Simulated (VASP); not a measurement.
Crystal: Ni.

```
Ni
1.0
     2.49176    0.00000    0.00000
    -1.24588    2.15792    0.00000
     0.00000    0.00000    4.06904
Ni
2
Direct
  0.33333 0.66667 0.25000
  0.66667 0.33333 0.75000
```

| Property | Result |
| --- | --- |
| Program | VASP 6.6.1 |
| Task | relaxation of cell and atoms |
| Functional | PBEsol |
| Potentials or basis | VASP PAW PBE potentials, release 64 (Ni) |
| Cutoff | 600 eV |
| k mesh | 14 × 14 × 8 |
| Occupations | fermi-dirac, width 0.1 eV |
| Spin | no spin polarisation |

At the start: pressure -10.4 GPa; volume 10.94 Å³/atom.

Q: Where does the relaxation end?

A: Over 12 steps the energy falls by 19.3 meV/atom and the volume is 10.38 Å³/atom (-5.1 %); space group P6_3/mmc (No. 194, to 0.05 Å).

The path:
```csv
step,energy change (eV),largest force (eV/Å),pressure (GPa),volume (Å³)
1,0.0000,0.0000,-10.40,21.88
2,0.0039,0.0000,13.59,19.71
3,-0.0383,0.0000,-0.07,20.77
4,-0.0383,0.0000,0.18,20.75
5,-0.0385,0.0000,0.23,20.75
6,-0.0385,0.0000,0.20,20.75
7,-0.0385,0.0000,0.20,20.75
8,-0.0385,0.0000,0.21,20.75
9,-0.0385,0.0000,0.15,20.75
10,-0.0385,0.0000,0.17,20.75
11,-0.0385,0.0000,-0.17,20.78
12,-0.0386,0.0000,-0.03,20.77
```

Final structure:
```
Ni
1.0
     2.44337    0.00000    0.00000
    -1.22168    2.11602    0.00000
     0.00000    0.00000    4.01648
Ni
2
Direct
  0.33333 0.66667 0.25000
  0.66667 0.33333 0.75000
```

Caveat: the PAW data sets were made with another functional, which shifts forces and pressure a little; the run has no spin polarisation, though such a crystal can be magnetic.
